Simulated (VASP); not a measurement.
CdSe (pbe), 2 atoms in the cell. Symmetry: I-4m2, No. 119, tetragonal system. The conventional cell has a = 4.250 Å, b = 4.250 Å, c = 6.443 Å, α = 90.00°, β = 90.00°, γ = 90.00°. Cd (site symmetry -4m2) has 4 Se at 2.67 Å within 3.5 Å. Within 3.5 Å of Se (site symmetry -4m2) lie 4 Cd at 2.67 Å.  This cell differs from its parent crystal: strained cell.

* Program: VASP 6.6.1
* Task: single point
* Functional: PBE
* Potentials or basis: VASP PAW PBE potentials, release 64 (Cd, Se)
* Cutoff: 500 eV
* k mesh: 8 × 8 × 8
* Occupations: gaussian, width 0.02 eV
* Spin: no spin polarisation
* Dipole correction: no
* Further INCAR settings: ALGO = Normal; EDIFF = 1e-06; NBANDS = 16

Potentials or basis: VASP PAW PBE potentials, release 64 (Cd, Se).

The run is started by

```bash
$ cat potpaw_PBE.64/Cd/POTCAR potpaw_PBE.64/Se/POTCAR > POTCAR
$ mpirun -np 1 vasp_std > vasp.out
```

Hardware: 1 thread of Intel Xeon 8259CL, with other jobs on the host.

How long does it take, and how much memory?

Wall time 50 s on 1 thread of Intel Xeon 8259CL, with other jobs on the host, peak memory 0.21 GiB. Counts: scf iterations 12, k points 59.
